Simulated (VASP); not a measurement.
Sc:

```
CELL_PARAMETERS angstrom
3.30900 0.00000 0.00000
-1.65450 2.86568 0.00000
0.00000 0.00000 5.27330
ATOMIC_POSITIONS crystal
Sc 0.33333 0.66667 0.25000
Sc 0.66667 0.33333 0.75000
```

```yaml
Program: VASP 6.6.1
Task: relaxation of cell and atoms
Functional: PBEsol
Potentials_or_basis: VASP PAW PBE potentials, release 64 (Sc_sv)
Cutoff: 600 eV
k_mesh: 16 × 16 × 9
Occupations: gaussian, width 0.05 eV
Spin: no spin polarisation
```

At the start: pressure -2.8 GPa; volume 25.00 Å³/atom.

Task: How do energy, volume and symmetry change on relaxing?

Result: Over 5 steps the energy falls by 15.2 meV/atom and the volume is 23.65 Å³/atom (-5.4 %); space group P6_3/mmc (No. 194, to 0.1 Å) before and after.

The path:
```csv
step,energy change (eV),largest force (eV/Å),pressure (GPa),volume (Å³)
1,0.0000,0.0000,-2.85,50.00
2,-0.0282,0.0000,0.60,46.85
3,-0.0286,0.0000,0.18,47.19
4,-0.0301,0.0000,0.08,47.26
5,-0.0304,0.0000,0.02,47.30
```

Final structure:
```
Sc
1.0
     3.27742    0.00000    0.00000
    -1.63871    2.83833    0.00000
     0.00000    0.00000    5.08420
Sc
2
Direct
  0.33333 0.66667 0.25000
  0.66667 0.33333 0.75000
```

Caveat: the PAW data sets were made with another functional, which shifts forces and pressure a little.
